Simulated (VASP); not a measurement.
Cu2H3:

```
CELL_PARAMETERS angstrom
3.50903 0.00000 0.00000
0.00000 3.50903 0.00000
0.00000 0.00000 3.50903
ATOMIC_POSITIONS crystal
Cu 0.50000 0.50000 0.50000
Cu 0.00000 0.00000 0.00000
H 0.50000 0.00000 0.00000
H 0.00000 0.50000 0.00000
H 0.00000 0.00000 0.50000
```

The cell was built from a structure type or drawn by symmetry, and may not be a known phase.

| Item | Value |
| --- | --- |
| Program | VASP 6.6.1 |
| Task | relaxation of cell and atoms |
| Functional | PBE |
| Potentials or basis | VASP PAW PBE potentials, release 64 (Cu, H) |
| Cutoff | 600 eV |
| k mesh | 6 × 6 × 6 |
| Occupations | gaussian, width 0.1 eV |
| Spin | no spin polarisation |

At the start: pressure -10.5 GPa; volume 8.64 Å³/atom.

**Question.** Where does the relaxation end?

**Answer.** Over 3 steps the energy falls by 42.0 meV/atom and the volume is 7.51 Å³/atom (-13.1 %); space group Pm-3m (No. 221, to 0.1 Å) before and after.

Step by step:
| step | energy change (eV) | largest force (eV/Å) | pressure (GPa) | volume (Å³) |
| --- | --- | --- | --- | --- |
| 1 | 0.0000 | 0.0000 | -10.54 | 43.21 |
| 2 | -0.1725 | 0.0000 | -5.15 | 39.75 |
| 3 | -0.2098 | 0.0000 | -0.01 | 37.54 |

Final structure:
```cif
data_structure
_symmetry_space_group_name_H-M 'P 1'
_symmetry_Int_Tables_number 1
_cell_length_a 3.3482
_cell_length_b 3.3482
_cell_length_c 3.3482
_cell_angle_alpha 90.000
_cell_angle_beta 90.000
_cell_angle_gamma 90.000
_cell_volume 37.54
loop_
_atom_site_label
_atom_site_type_symbol
_atom_site_fract_x
_atom_site_fract_y
_atom_site_fract_z
_atom_site_occupancy
Cu1 Cu 0.50000 0.50000 0.50000 1
Cu2 Cu 0.00000 0.00000 0.00000 1
H1 H 0.50000 0.00000 0.00000 1
H2 H 0.00000 0.50000 0.00000 1
H3 H 0.00000 0.00000 0.50000 1
```
